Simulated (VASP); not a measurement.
RuS2:

```
Ru S
1.0
     5.61060    0.00000    0.00000
     0.00000    5.61060    0.00000
     0.00000    0.00000    5.61060
Ru S
4 8
Direct
  0.00000 0.50000 0.50000
  0.50000 0.50000 0.00000
  0.50000 0.00000 0.50000
  0.00000 0.00000 0.00000
  0.38831 0.11169 0.88831
  0.11169 0.88831 0.38831
  0.88831 0.38831 0.11169
  0.61169 0.61169 0.61169
  0.61169 0.88831 0.11169
  0.88831 0.11169 0.61169
  0.11169 0.61169 0.88831
  0.38831 0.38831 0.38831
```

```yaml
Program: VASP 6.6.1
Task: relaxation of cell and atoms
Functional: PBE
Potentials_or_basis: VASP PAW PBE potentials, release 64 (Ru_pv, S)
Cutoff: 600 eV
k_mesh: 5 × 5 × 5
Occupations: fermi-dirac, width 0.05 eV
Spin: no spin polarisation
```

At the start: pressure 3.4 GPa; volume 14.72 Å³/atom.

Task: How do energy, volume and symmetry change on relaxing?

Result: Over 5 steps the energy falls by 3.8 meV/atom and the volume is 15.00 Å³/atom (+1.9 %); space group Pa-3 (No. 205, to 0.1 Å) before and after.

The path:
```csv
step,energy change (eV),largest force (eV/Å),pressure (GPa),volume (Å³)
1,0.0000,0.2076,3.43,176.62
2,0.0207,0.0490,-4.28,184.80
3,-0.0413,0.1295,-0.22,180.22
4,-0.0455,0.0406,-0.06,180.06
5,-0.0460,0.0014,0.01,179.98
```

Final structure:
```
Ru S
1.0
     5.64601    0.00000    0.00000
     0.00000    5.64601    0.00000
     0.00000    0.00000    5.64601
Ru S
4 8
Direct
  0.00000 0.50000 0.50000
  0.50000 0.50000 0.00000
  0.50000 0.00000 0.50000
  0.00000 0.00000 0.00000
  0.38696 0.11304 0.88696
  0.11304 0.88696 0.38696
  0.88696 0.38696 0.11304
  0.61304 0.61304 0.61304
  0.61304 0.88696 0.11304
  0.88696 0.11304 0.61304
  0.11304 0.61304 0.88696
  0.38696 0.38696 0.38696
```
